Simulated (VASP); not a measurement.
Input of a VASP 6.6.1 run:

INCAR

```
SYSTEM = GaSi16
PREC = Accurate ; ENCUT = 520
EDIFF = 1E-6 ; ISMEAR = 0
SIGMA = 0.05 ; LREAL = Auto
LASPH = .True. ; NELM = 150
ALGO = Normal ; ISIF = 2
LWAVE = .False. ; LCHARG = .False.
ISPIN = 2 ; MAGMOM = 0 0 0 0 0 0 0 0 0 0 0 0 0 0 0 0 0
LORBIT = 11 ; GGA = PE
IVDW = 12 ; NBANDS = 56
```

The input KPOINTS:

```
Automatic mesh
0
Gamma
  2 2 2
  0 0 0
```

Contents of POSCAR:

```
GaSi16
1.0
    0.0000000000      5.4300000000      5.4300000000
    5.4300000000      0.0000000000      5.4300000000
    5.4300000000      5.4300000000      0.0000000000
Si Ga
16 1
Direct
    0.0000657459     -0.0002429098      0.0001598527
    0.1204494475      0.1204367403      0.1204081952
   -0.0030627072     -0.0025940147      0.5028498158
    0.1204013812      0.1203886740      0.6388468692
   -0.0034337017      0.5028206262     -0.0023005525
    0.1205225599      0.6384522099      0.1205118785
   -0.0034070902      0.5027849908      0.5029225599
    0.1275526703      0.6239661142      0.6242397790
    0.5028523941     -0.0031853591     -0.0025140884
    0.6387641805      0.1204058011      0.1204150092
    0.5028144567     -0.0031564457      0.5028551565
    0.6235194291      0.1284107735      0.6240332413
    0.5029565378      0.5028524862     -0.0028896869
    0.6231476980      0.6233813996      0.1298690608
    0.4985955801      0.4994802947      0.5010101289
    0.6231761510      0.6234127993      0.6236315838
    0.2501403315      0.2497615101      1.2501263352
```

Potentials or basis: VASP PAW PBE potentials, release 64 (Si, Ga_d).

Command:

```console
$ cat potpaw_PBE.64/Si/POTCAR potpaw_PBE.64/Ga_d/POTCAR > POTCAR
$ mpirun -np 1 vasp_std > vasp.out
```

Q: Estimate the largest force.

A: 0.019 eV/Å.

Q: What does it give for the dispersion energy per atom?

A: -0.331 eV.

Forces on the atoms (eV/Å):
```
Si   0.000 -0.001  0.003
Si   0.001 -0.003 -0.008
Si  -0.002  0.001  0.003
Si   0.003 -0.001 -0.007
Si   0.000  0.007  0.001
Si   0.007 -0.007  0.000
Si  -0.006  0.000  0.001
Si   0.000  0.001 -0.004
Si   0.006  0.000  0.000
Si  -0.005  0.005  0.002
Si   0.000 -0.004  0.000
Si   0.000  0.000 -0.004
Si   0.001  0.000 -0.010
Si  -0.008 -0.008  0.002
Si  -0.004  0.003  0.018
Si   0.007  0.007  0.001
Ga   0.000 -0.001  0.002
```

Caveat: the k points lie up to 0.50 Å⁻¹ apart.
